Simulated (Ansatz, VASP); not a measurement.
Two plane-wave programs on Cu

```
CELL_PARAMETERS angstrom
0.00000 1.78872 1.78872
1.78872 0.00000 1.78872
1.78872 1.78872 0.00000
ATOMIC_POSITIONS crystal
Cu 0.00000 0.00000 0.00000
```

Alike in both runs: task electric field gradients; functional PBE; k mesh 17 × 17 × 17; occupations fermi-dirac, width 0.05 eV; no spin polarisation.

|  | VASP | Ansatz |
| --- | --- | --- |
| version | VASP 6.6.1 | Ansatz 0.2.0 |
| potentials or method | VASP PAW PBE potentials, release 64 (Cu) | PAW with Ansatz's default frozen-core files, scalar-relativistic |
| plane-wave cutoff (eV) | 520 | 420 |
| valence electrons in the cell | 11 | 19 |

Ansatz gave:

```
pressure (GPa) : 6.7
```

Task: Estimate VASP's values.

Result: Pressure (GPa): 7.2.

VASP's potentials hold 11 valence electrons a cell and Ansatz's 19, so a difference there can come from the potentials and not from the codes.
